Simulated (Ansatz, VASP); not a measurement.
## Two plane-wave programs on BaTiO3

Contents of POSCAR:

```
BaTiO3
1.0
    4.0466051576      0.0000000000      0.0000000000
    0.0000000000      4.0466051576      0.0000000000
    0.0000000000      0.0000000000      4.0466051576
Ba Ti O
1 1 3
Direct
    0.5000000000      0.5000000000      0.5000000000
    0.0000000000      0.0000000000      0.0000000000
    0.5000000000      0.0000000000      0.0000000000
    0.0000000000      0.5000000000      0.0000000000
    0.0000000000      0.0000000000      0.5000000000
```

The input INCAR.step1:

```
  ALGO = Normal
  EDIFF = 1E-5
  ENCUT = 1480
  GGA = PE
  GGA_COMPAT = F
  ISMEAR = 0
  LASPH = T
  LCHARG = F
  LREAL = F
  LWAVE = T
  NBANDS = 28
  NELM = 120
  PREC = Accurate
  SIGMA = 0.05
```

INCAR.step2

```
  ALGO = Normal
  EDIFF = 1E-6
  ENCUT = 1480
  GGA_COMPAT = F
  ISIF = 2
  ISMEAR = 0
  ISTART = 1
  LASPH = T
  LCHARG = T
  LELF = T
  LMIXTAU = T
  LREAL = F
  LVHAR = T
  LWAVE = F
  METAGGA = R2SCAN
  NBANDS = 28
  NELM = 120
  PREC = Accurate
  SIGMA = 0.05
```

File KPOINTS:

```
k-points
0
Gamma
  6 6 6
```

Input for Ansatz:

```yaml
crystal:
  lattice:
    - [4.0466051576, 0.0, 0.0]
    - [0.0, 4.0466051576, 0.0]
    - [0.0, 0.0, 4.0466051576]
  atoms:
    - { symbol: Ba, position: [0.5, 0.5, 0.5] }
    - { symbol: Ti, position: [0.0, 0.0, 0.0] }
    - { symbol: O, position: [0.5, 0.0, 0.0] }
    - { symbol: O, position: [0.0, 0.5, 0.0] }
    - { symbol: O, position: [0.0, 0.0, 0.5] }
basis:
  ecutwfc: 500
  ecutrho_ratio: 4
kpoints:
  mp_grid: { grid: [6, 6, 6] }
hamiltonian:
  xc: r2scan
scf:
  occupations: { method: gaussian, width: 0.05 }
output:
  forces: true
  stress: true
  eigenvalues: true
```

Alike in both runs: task single point; functional r2SCAN; k mesh 6 × 6 × 6; occupations gaussian, width 0.05 eV; no spin polarisation.

|  | VASP | Ansatz |
| --- | --- | --- |
| version | VASP 6.6.1 | Ansatz 0.2.0 |
| potentials or method | VASP PAW PBE potentials, release 64 (Ba_sv, Ti_sv, O_h), cutoff 1480 eV | scalar-relativistic, plane waves, PAW |
| valence electrons in the cell | 40 | 40 |

|  | VASP | Ansatz | Ansatz less VASP |
| --- | --- | --- | --- |
| gap on the k mesh at the Fermi level (eV) | 2.06 | 2.07 | +0.011 |
| least direct gap on the mesh (eV) | 2.24 | 2.22 | -0.024 |
| pressure (GPa) | -4.8 | -6.5 | -1.66 |

VASP's potentials were made for PBE, not for r2SCAN. With one functional, cell and mesh, what is left measures potentials, basis and numerics.

Neither program's run includes spin-orbit coupling.
